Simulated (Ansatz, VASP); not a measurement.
## SiC: VASP beside Ansatz

Contents of INCAR:

```
PREC = Accurate ; ENCUT = 520
EDIFF = 1E-6 ; ISMEAR = 0
SIGMA = 0.02 ; LREAL = F
LASPH = T ; NELM = 80
ALGO = Normal ; ISIF = 2
LWAVE = F ; LCHARG = F
GGA = PE ; NBANDS = 11
```

File KPOINTS:

```
regular mesh
0
Gamma
  12 12 12
```

Contents of POSCAR:

```
SiC
1.0
    0.0000000000      2.1532165600      2.1532165600
    2.1532165600      0.0000000000      2.1532165600
    2.1532165600      2.1532165600      0.0000000000
Si C
1 1
Direct
    0.0000000000      0.0000000000      0.0000000000
    0.7500000000      0.7500000000      0.7500000000
```

Input for Ansatz:

```yaml
crystal:
  lattice:
    - [0.0, 2.15321656, 2.15321656]
    - [2.15321656, 0.0, 2.15321656]
    - [2.15321656, 2.15321656, 0.0]
  atoms:
    - { symbol: Si, position: [0.0, 0.0, 0.0] }
    - { symbol: C, position: [0.75, 0.75, 0.75] }
basis:
  ecutwfc: 420
kpoints:
  mp_grid: { grid: [12, 12, 12] }
hamiltonian:
  xc: pbe
scf:
  occupations: { method: gaussian, width: 0.02 }
output:
  forces: true
  stress: true
  eigenvalues: true
```

Alike in both runs: task single point; functional PBE; k mesh 12 × 12 × 12; occupations gaussian, width 0.02 eV; no spin polarisation.

|  | VASP | Ansatz |
| --- | --- | --- |
| version | VASP 6.6.1 | Ansatz 0.2.0 |
| potentials or method | VASP PAW PBE potentials, release 64 (Si, C), cutoff 520 eV | scalar-relativistic, plane waves, PAW |
| valence electrons in the cell | 8 | 8 |

|  | VASP | Ansatz | Ansatz less VASP |
| --- | --- | --- | --- |
| gap on the k mesh at the Fermi level (eV) | 1.32 | 1.33 | +0.003 |
| least direct gap on the mesh (eV) | 4.58 | 4.58 | +0.005 |
| pressure (GPa) | 11.8 | 11.9 | +0.08 |
